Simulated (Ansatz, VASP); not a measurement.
One calculation of CuF, two programs

```
CELL_PARAMETERS angstrom
2.79413 0.00000 0.00000
0.00000 2.79413 0.00000
0.00000 0.00000 2.79413
ATOMIC_POSITIONS crystal
Cu 0.00000 0.00000 0.00000
F 0.50000 0.50000 0.50000
```

Alike in both runs: task single point; functional PBE; k mesh 20 × 20 × 20; occupations gaussian, width 0.1 eV; no spin polarisation.

|  | VASP | Ansatz |
| --- | --- | --- |
| version | VASP 6.6.1 | Ansatz 0.2.0 |
| potentials or method | VASP PAW PBE potentials, release 64 (Cu, F), cutoff 520 eV | scalar-relativistic, plane waves, PAW |
| valence electrons in the cell | 18 | 26 |

```tsv
	VASP	Ansatz	Ansatz less VASP
gap on the k mesh at the Fermi level (eV)	none	none	-
pressure (GPa)	-0.1	0.0	+0.12
```

A gap of «none» marks a metal or a gap that the smearing closes. VASP's potentials hold 18 valence electrons a cell and Ansatz's 26, so a difference there can come from the potentials and not from the codes.
